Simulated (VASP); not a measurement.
# NiO (Fm-3m) in VASP: single point with PBEsol

Aim: the single point of NiO with PBEsol.

Program: VASP 6.6.1. These are calculated values, not measurements. Logs are shortened: lines on timing, memory, paths and dates and some standing lists are left out, and cuts for length are marked.

## (1) The cell of the first run

It takes space group Fm-3m (No. 225, cubic). Conventional cell: a = 4.116 Å, b = 4.116 Å, c = 4.116 Å, α = 90.00°, β = 90.00°, γ = 90.00°. Ni (site symmetry m-3m) has 6 O at 2.06 Å within 2.7 Å. Within 2.7 Å of O (site symmetry m-3m) lie 6 Ni at 2.06 Å.

## (2) Single point, PBEsol, collinear spin, ferromagnetic start

Input file INCAR:

```
PREC = Accurate ; ENCUT = 700
EDIFF = 1E-6 ; ISMEAR = 0
SIGMA = 0.15 ; LREAL = False
LASPH = True ; NELM = 200
ALGO = Normal ; ISIF = 2
LWAVE = False ; LCHARG = True
ISPIN = 2 ; MAGMOM = 1.14 0.2
LORBIT = 11 ; LMAXMIX = 4
GGA = PS ; LELF = True
LVHAR = True ; NBANDS = 23
GGA_COMPAT = False
```

Input file KPOINTS:

```
regular mesh
0
Gamma
  14 14 14
```

Input file POSCAR:

```
NiO
1.0
    0.0000000000      2.0580571402      2.0580571402
    2.0580571402      0.0000000000      2.0580571402
    2.0580571402      2.0580571402      0.0000000000
Ni O
1 1
Direct
    0.0000000000      0.0000000000      0.0000000000
    0.5000000000      0.5000000000      0.5000000000
```

Potentials or basis: VASP PAW PBE potentials, release 64 (Ni_sv_GW, O).

Run with:

```console
> cat potpaw_PBE.64/Ni_sv_GW/POTCAR potpaw_PBE.64/O/POTCAR > POTCAR
> mpirun -np 1 vasp_std > vasp.out
```

OUTCAR:

```text
PREC = Accurate
   ENCUT = 700
   EDIFF = 1E-6
   ISMEAR = 0
   LREAL = False
   LASPH = True
   NELM = 200
   ISIF = 2
   ISPIN = 2
   LORBIT = 11
   GGA = PS

 ion  position               nearest neighbor table
   1  0.000  0.000  0.000-   2 2.06   2 2.06   2 2.06   2 2.06   2 2.06   2 2.06
   2  0.500  0.500  0.500-   1 2.06   1 2.06   1 2.06   1 2.06   1 2.06   1 2.06

  LATTYP: Found a face centered cubic cell.
 ALAT       =     4.1161142804

  Lattice vectors:

 A1 = (   0.0000000000,   2.0580571402,   2.0580571402)
 A2 = (   2.0580571402,   0.0000000000,   2.0580571402)
 A3 = (   2.0580571402,   2.0580571402,   0.0000000000)

Analysis of symmetry for initial positions (statically):
=====================================================================
 Subroutine PRICEL returns:
 Original cell was already a primitive cell.

 Routine SETGRP: Setting up the symmetry group for a
 face centered cubic supercell.

 Subroutine GETGRP returns: Found 48 space group operations
 (whereof 48 operations were pure point group operations)
 out of a pool of 48 trial point group operations.

The static configuration has the point symmetry O_h .

Analysis of symmetry for dynamics (positions and initial velocities):
=====================================================================
 Subroutine PRICEL returns:
 Original cell was already a primitive cell.

 Routine SETGRP: Setting up the symmetry group for a
 face centered cubic supercell.

 Subroutine GETGRP returns: Found 48 space group operations
 (whereof 48 operations were pure point group operations)
 out of a pool of 48 trial point group operations.

The dynamic configuration has the point symmetry O_h .

Analysis of structural, dynamic, and magnetic symmetry:
=====================================================================
 Subroutine PRICEL returns:
 Original cell was already a primitive cell.

 Routine SETGRP: Setting up the symmetry group for a
 face centered cubic supercell.

 Subroutine GETGRP returns: Found 48 space group operations
 (whereof 48 operations were pure point group operations)
 out of a pool of 48 trial point group operations.

The overall configuration has the point symmetry O_h .

 Subroutine INISYM returns: Found 48 space group operations
 (whereof 48 operations are pure point group operations),
 and found     1 'primitive' translations

----------------------------------------------------------------------------------------

                                     Primitive cell

  volume of cell :      17.4342

  direct lattice vectors                    reciprocal lattice vectors
     0.000000000  2.058057140  2.058057140    -0.242947579  0.242947579  0.242947579
     2.058057140  0.000000000  2.058057140     0.242947579 -0.242947579  0.242947579
     2.058057140  2.058057140  0.000000000     0.242947579  0.242947579 -0.242947579

  length of vectors
     2.910532320  2.910532320  2.910532320     0.420797551  0.420797551  0.420797551

  position of ions in fractional coordinates (direct lattice)
     0.000000000  0.000000000  0.000000000
     0.500000000  0.500000000  0.500000000

  ion indices of the primitive-cell ions
   primitive index   ion index
                 1           1
                 2           2

----------------------------------------------------------------------------------------

 KPOINTS: regular mesh

Automatic generation of k-mesh.
 Grid dimensions read from file:
 generate k-points for:   14   14   14

 Generating k-lattice:

  Cartesian coordinates                     Fractional coordinates (reciprocal lattice)
    -0.017353399  0.017353399  0.017353399     0.071428571  0.000000000  0.000000000
     0.017353399 -0.017353399  0.017353399     0.000000000  0.071428571  0.000000000
     0.017353399  0.017353399 -0.017353399     0.000000000  0.000000000  0.071428571

  Length of vectors
     0.030056968  0.030056968  0.030056968

  Shift w.r.t. Gamma in fractional coordinates (k-lattice)
     0.000000000  0.000000000  0.000000000

 Subroutine IBZKPT returns following result:
 ===========================================

 Found    104 irreducible k-points:

 Following reciprocal coordinates:
            Coordinates               Weight
  0.000000  0.000000  0.000000      1.000000
  0.071429  0.000000  0.000000      8.000000
  0.142857  0.000000  0.000000      8.000000
  0.214286  0.000000  0.000000      8.000000
  0.285714  0.000000  0.000000      8.000000
  0.357143  0.000000  0.000000      8.000000
[... 16 lines left out ...]
  0.214286  0.142857  0.000000     24.000000
  0.285714  0.142857  0.000000     24.000000
 [... further k-points ...]
   k-points           NKPTS =    104   k-points in BZ     NKDIM =    104   number of bands    NBANDS=     23
   number of dos      NEDOS =    301   number of ions     NIONS =      2
   total plane-waves  NPLWV =  21952
   dimension x,y,z NGX =    28 NGY =   28 NGZ =   28
   dimension x,y,z NGXF=    56 NGYF=   56 NGZF=   56
   ions per type =               1   1
   NGX,Y,Z   is equivalent  to a cutoff of  15.99, 15.99, 15.99 a.u.
   NGXF,Y,Z  is equivalent  to a cutoff of  31.99, 31.99, 31.99 a.u.
 SYSTEM =  unknown system
   PREC   = accura    normal or accurate (medium, high low for compatibility)
   ISTART =      0    job   : 0-new  1-cont  2-samecut
   ICHARG =      2    charge: 1-file 2-atom 10-const
   ISPIN  =      2    spin polarized calculation?
   LNONCOLLINEAR =      F non collinear calculations
   LSORBIT =      F    spin-orbit coupling
   LASPH  =      T    aspherical Exc in radial PAW
   ENCUT  =  700.0 eV  51.45 Ry    7.17 a.u.   6.28  6.28  6.28*2*pi/ulx,y,z
   NELM   =    200;   NELMIN=  2; NELMDL= -5     # of ELM steps
   EDIFF  = 0.1E-05   stopping-criterion for ELM
   LREAL  =      F    real-space projection
   EDIFFG = 0.1E-04   stopping-criterion for IOM
   NSW    =      0    number of steps for IOM
   IBRION =     -1    ionic relax: 0-MD 1-quasi-New 2-CG
   NFREE  =      0    steps in history (QN), initial steepest desc. (CG)
   ISIF   =      2    stress and relaxation
   ISYM   =      2    0-nonsym 1-usesym 2-fastsym
   POTIM  = 0.5000    time-step for ionic-motion
   TEBEG  =    0.0;   TEEND  =   0.0 temperature during run
   PSTRESS=    0.0 pullay stress
   NELECT =      24.0000    total number of electrons
   NUPDOWN=      -1.0000    fix difference up-down
   EMIN   =  10.00;   EMAX   =-10.00  energy-range for DOS
   EFERMI =   0.00;   METHOD = LEGACY
   ISMEAR =     0;   SIGMA  =   0.15  broadening in eV -4-tet -1-fermi 0-gaus
   EFERMI_NEDOS =   21; number of points for ismear=-14 and -15
   IALGO  =     38    algorithm
   IMIX   =      4    mixing-type and parameters
     AMIX     =   0.40;   BMIX     =  1.00
     AMIX_MAG =   1.60;   BMIX_MAG =  1.00
  volume/ion in A,a.u.               =       8.72        58.83
  Fermi-wavevector in a.u.,A,eV,Ry     =   1.821145  3.441465 45.124654  3.316568
  Thomas-Fermi vector in A             =   2.877572
   LORBIT       =     11    0 simple, 1 ext, 2 COOP (PROOUT), +10 PAW based schemes
   GGA     = PS    functional components
   LHFCALC =     F    Hartree Fock is set to
   AEXX    =    0.0000 exact exchange contribution
   IVDW    =     0    specifies the selected vdW correction
   LEPSILON=     F    determine dielectric tensor
   LRPA    =     F    only Hartree local field effects (RPA)
 spin polarized calculation
 Gauss-broadening in eV      SIGMA  =   0.15
  energy-cutoff  :      700.00
  volume of cell :       17.43
 maximum number of plane-waves:       754
 NGX is ok and might be reduce to    28
   NGX = 13   NGY = 13   NGZ = 13

 number of electron      24.0000010 magnetization       1.1844375

 Free energy of the ion-electron system (eV)
  ---------------------------------------------------
  ext. energy  EPLUGINS =         0.00000000
  ---------------------------------------------------
  free energy    TOTEN  =       -13.33129767 eV

  energy without entropy =      -13.31112922  energy(sigma->0) =      -13.32121344

 E-fermi :   7.4575     XC(G=0): -13.5973

 val. band max:        7.4432263319   @ k =  -0.2143   0.2143   0.0714
 cond. band min:       7.4606316759   @ k =  -0.3571   0.0714   0.0000
 fundamental gap:      0.0174053440
 Fermi energy:         7.4575288766

 spin component 1

 k-point     1 :       0.0000    0.0000    0.0000
  band No.  band energies     occupation
      1     -96.1900      1.00000
      2     -56.7202      1.00000
      3     -56.7202      1.00000
      4     -56.7202      1.00000
      5     -13.4351      1.00000
      6       4.0936      1.00000
[... 15 lines left out ...]
     22      33.5962      0.00000
     23      33.5962      0.00000
[... 575 lines left out ...]
      1     -96.1878      1.00000
      2     -56.7393      1.00000
      3     -56.7257      1.00000
      4     -56.7250      1.00000
      5     -12.6480      1.00000
      6       0.5993      1.00000
[... 15 lines left out ...]
     22      37.9793      0.00000
     23      38.8974      0.00000

 [... further k-points ...]

 spin component 2

 k-point     1 :       0.0000    0.0000    0.0000
  band No.  band energies     occupation
      1     -94.9613      1.00000
      2     -55.5211      1.00000
      3     -55.5211      1.00000
      4     -55.5211      1.00000
      5     -13.1672      1.00000
      6       4.4082      1.00000
[... 15 lines left out ...]
     22      34.0444      0.00000
     23      34.0444      0.00000
[... 575 lines left out ...]
      1     -94.9590      1.00000
      2     -55.5415      1.00000
      3     -55.5269      1.00000
      4     -55.5263      1.00000
      5     -12.3646      1.00000
      6       0.9972      1.00000
[... 15 lines left out ...]
     22      38.3216      0.00000
     23      39.2448      0.00000

 [... further k-points ...]

------------------------ aborting loop because EDIFF is reached ----------------------------------------

  FORCE on cell =-STRESS in cart. coord.  units (eV):
  Direction    XX          YY          ZZ          XY          YZ          ZX
  --------------------------------------------------------------------------------------
  -------------------------------------------------------------------------------------
  Total       -0.1531383     -0.1531383     -0.1531383      0.0000000     -0.0000000      0.0000000
  in kB      -14.0731748    -14.0731748    -14.0731748      0.0000000     -0.0000000      0.0000000
  external PRESSURE =     -14.0731748 kB  Pullay stress =       0.0000000 kB

 VOLUME and BASIS-vectors are now :
 -----------------------------------------------------------------------------
  energy-cutoff  :      700.00
  volume of cell :       17.43
      direct lattice vectors                 reciprocal lattice vectors
     0.000000000  2.058057140  2.058057140    -0.242947579  0.242947579  0.242947579
     2.058057140  0.000000000  2.058057140     0.242947579 -0.242947579  0.242947579
     2.058057140  2.058057140  0.000000000     0.242947579  0.242947579 -0.242947579

 POSITION                                       TOTAL-FORCE (eV/Angst)
 -----------------------------------------------------------------------------------
      0.00000      0.00000      0.00000         0.000000      0.000000     -0.000000
      2.05806      2.05806      2.05806         0.000000      0.000000      0.000000
 -----------------------------------------------------------------------------------
    total drift:                               -0.000000      0.000000      0.000000

  FREE ENERGIE OF THE ION-ELECTRON SYSTEM (eV)
  ---------------------------------------------------
  free  energy   TOTEN  =       -13.3312976684 eV

  energy  without entropy=      -13.3111292191  energy(sigma->0) =      -13.32121344

 total charge

# of ion       s       p       d       f       tot
--------------------------------------------------
    1        2.156   6.230   7.832   0.011  16.229
    2        1.554   3.396   0.000   0.000   4.950
--------------------------------------------------
tot          3.710   9.627   7.832   0.011  21.179

 magnetization (x)

# of ion       s       p       d       f       tot
--------------------------------------------------
    1        0.007   0.010   0.982   0.001   1.001
    2        0.023   0.136   0.000   0.000   0.159
--------------------------------------------------
tot          0.030   0.147   0.982   0.001   1.160
```

Wall time 2.2 min (1 thread of Intel Xeon 6975P-C (Granite Rapids), shared host); peak memory 0.26 GiB.

What came out:

- Free energy: -13.3313 eV
- Pressure: -1.4 GPa
- Net moment: 1.18 μB per cell
- Site moments: Ni +1.00; O +0.16 μB
- Valence electrons inside the program's atomic spheres: Ni 16.23; O 4.95

Caveat: the PAW data sets were made with another functional, which shifts forces and pressure a little; a cell with one magnetic atom can't hold antiferromagnetic order, which such compounds often take; semilocal functionals often make such compounds metallic where correlation or magnetic order opens a gap, which also shifts bond lengths.
